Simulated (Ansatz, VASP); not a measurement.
# Two plane-wave programs on Ag

The input INCAR:

```
SYSTEM = Ag
PREC = Accurate
ENCUT = 520
EDIFF = 1E-6
ISMEAR = 0
SIGMA = 0.15
LREAL = .False.
LASPH = .True.
NELM = 80
ALGO = Normal
ISIF = 2
LWAVE = .False.
LCHARG = .False.
GGA = PS
NBANDS = 12
```

KPOINTS

```
regular mesh
0
Gamma
  20 20 20
  0 0 0
```

File POSCAR:

```
Ag
1.0
   -1.6142626500      1.6142626500      1.6970453500
    1.6142626500     -1.6142626500      1.6970453500
    1.6142626500      1.6142626500     -1.6970453500
Ag
1
Direct
    0.0000000000      0.0000000000      0.0000000000
```

Input for Ansatz:

```yaml
crystal:
  lattice:
    - [-1.61426265, 1.61426265, 1.69704535]
    - [1.61426265, -1.61426265, 1.69704535]
    - [1.61426265, 1.61426265, -1.69704535]
  atoms:
    - { symbol: Ag, position: [0.0, 0.0, 0.0] }
basis:
  ecutwfc: 420
kpoints:
  mp_grid: { grid: [20, 20, 20] }
hamiltonian:
  xc: pbesol
scf:
  occupations: { method: gaussian, width: 0.15 }
output:
  forces: true
  stress: true
  eigenvalues: true
```

Change from the starting cell: strain -0.025 along x and y, +0.025 along z, atoms carried along.

Alike in both runs: task single point; functional PBEsol; k mesh 20 × 20 × 20; occupations gaussian, width 0.15 eV; no spin polarisation.

|  | VASP | Ansatz |
| --- | --- | --- |
| version | VASP 6.6.1 | Ansatz 0.2.0 |
| potentials or method | VASP PAW PBE potentials, release 64 (Ag), cutoff 520 eV | scalar-relativistic, plane waves, PAW |
| valence electrons in the cell | 11 | 19 |

VASP gave:

| Item | Value |
| --- | --- |
| gap on the k mesh at the Fermi level (eV) | none |
| pressure (GPa) | -5.4 |
| traceless stress, the component that is largest in VASP (GPa) | 0.53 |

Estimate Ansatz's values.

gap on the k mesh at the Fermi level (eV): none; pressure (GPa): -5.3; traceless stress, the component that is largest in VASP (GPa): 0.54.

VASP's potentials were made for PBE, not for PBEsol. A gap of «none» marks a metal or a gap that the smearing closes. VASP's potentials hold 11 valence electrons a cell and Ansatz's 19, so a difference there can come from the potentials and not from the codes.
